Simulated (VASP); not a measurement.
A run of VASP 6.6.1:

Contents of INCAR:

```
ALGO = Normal
EDIFF = 1E-6
ENCUT = 520
GGA = PE
ISIF = 2
ISMEAR = -1
LASPH = True
LCHARG = False
LREAL = Auto
LWAVE = False
NBANDS = 120
NELM = 100
PREC = Accurate
SIGMA = 0.15
```

File KPOINTS:

```
k-points
0
Gamma
  1 3 1
```

The input POSCAR:

```
Au18NO
1.0
   12.2400000000      0.0000000000      0.0000000000
    0.0000000000      5.7699910000      0.0000000000
    0.0000000000      0.0000000000     15.8849960000
Au N O
18 1 1
Direct
    0.0000000000      0.0000000000      0.0629524867
    0.3333333333      0.0000000000      0.0629524867
    0.6666666667      0.0000000000      0.0629524867
    0.0000000000      0.5000007799      0.0629524867
    0.3333333333      0.5000007799      0.0629524867
    0.6666666667      0.5000007799      0.0629524867
    0.1618137255      0.2521667711      0.1547560981
    0.5000163399      0.2385618972      0.1495876990
    0.8380065359      0.2525480542      0.1549827271
    0.1617647059      0.7462576631      0.1540069636
    0.5000408497      0.7581294321      0.1478565056
    0.8380882353      0.7459976974      0.1543091355
   -0.0000735294      0.0003466210      0.2567768981
    0.3250490196     -0.0007972283      0.2516714515
    0.6747140523     -0.0006412488      0.2518917852
   -0.0003431373      0.4998967936      0.2588858065
    0.3339869281      0.4958413280      0.2441738103
    0.6658088235      0.4960839627      0.2444570965
    0.5072957516      0.1109013862      0.6234499524
    0.5209967320      0.0993069140      0.6928235928
```

Potentials or basis: VASP PAW PBE potentials, release 64 (Au, N, O).

Run with:

```sh
$ cat potpaw_PBE.64/Au/POTCAR potpaw_PBE.64/N/POTCAR potpaw_PBE.64/O/POTCAR > POTCAR
$ mpirun -np 1 vasp_std > vasp.out
```

Hardware: 1 thread of Intel(R) Xeon(R) Platinum 8259CL CPU @ 2.50GHz (Skylake/Cascade Lake), with other jobs on the host.

Q: How long does it take, and how much memory?

A: Wall time 24 min on 1 thread of Intel(R) Xeon(R) Platinum 8259CL CPU @ 2.50GHz (Skylake/Cascade Lake), on a shared host, peak memory 1.1 GiB. Counts: scf iterations 43, k points 2.
